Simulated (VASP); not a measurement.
**HgTe (an interface model): single point with PBE**

System: HgTe (an interface model).

```xyz
12
Lattice="4.7043 0.0000 0.0000 -2.3521 4.0740 0.0000 0.0000 0.0000 23.0460" Properties=species:S:1:pos:R:3 pbc="T T T"
Hg    0.0000    0.0000    0.0000
Hg    0.0000    2.7160    3.8410
Hg    2.3521    1.3580    7.6820
Hg    2.3521    1.3580   16.3243
Hg    0.0000    2.7160   12.4833
Hg    0.0000    0.0000   20.1653
Te    2.3521    1.3580    4.8013
Te    0.0000    2.7160    0.9603
Te    0.0000    0.0000    8.6423
Te    0.0000    0.0000   11.5230
Te    0.0000    2.7160   15.3640
Te    2.3521    1.3580   19.2050
```

```json
{
  "Program": "VASP 6.6.1",
  "Task": "single point",
  "Functional": "PBE",
  "Potentials or basis": "VASP PAW PBE potentials, release 64 (Hg, Te)",
  "Cutoff": "520 eV",
  "k mesh": "12 × 12 × 2",
  "Occupations": "gaussian, width 0.1 eV",
  "Spin": "no spin polarisation"
}
```

```yaml
Pressure: 0.9 GPa
Largest_force: 0.385 eV/Å
Band_gap_on_the_k_mesh: zero (bands 54 and 55 overlap by 0.53 eV)
```

Forces on the atoms (eV/Å):
```
Hg   0.000  0.000 -0.156
Hg   0.000  0.000 -0.164
Hg   0.000  0.000 -0.308
Hg   0.000  0.000  0.164
Hg   0.000  0.000  0.308
Hg   0.000  0.000  0.156
Te   0.000  0.000  0.176
Te   0.000  0.000  0.125
Te   0.000  0.000 -0.385
Te   0.000  0.000  0.385
Te   0.000  0.000 -0.176
Te   0.000  0.000 -0.125
```

Stress tensor (GPa, compression positive):
```
0.99 0.00 0.00
0.00 0.99 0.00
0.00 0.00 0.63
```

Levels at points of the mesh, in eV from the Fermi level:
| k point | band 50 | band 51 | band 52 | band 53 | band 54 | band 55 | band 56 | band 57 | band 58 | band 59 |
| --- | --- | --- | --- | --- | --- | --- | --- | --- | --- | --- |
| (0.00, 0.00, 0.00) | -0.73 | -0.73 | -0.54 | -0.54 | -0.39 | -0.39 | -0.17 | 0.20 | 0.40 | 0.45 |
| (0.50, 0.00, 0.00) | -1.87 | -1.70 | -1.48 | -1.21 | -0.33 | -0.23 | 0.84 | 0.94 | 1.32 | 1.51 |
| (0.00, 0.00, 0.50) | -0.77 | -0.77 | -0.49 | -0.49 | -0.42 | -0.42 | -0.06 | 0.15 | 0.38 | 0.46 |
| (0.50, 0.00, 0.50) | -1.83 | -1.81 | -1.42 | -1.23 | -0.62 | 0.13 | 0.69 | 0.96 | 1.28 | 1.61 |

Run time: 40 min on 1 thread of Oxide Virtual Turin-like Processor, on a shared host, peak memory 1 GiB.

Caveat: spin-orbit coupling is left out, which moves the levels of the heavy elements.
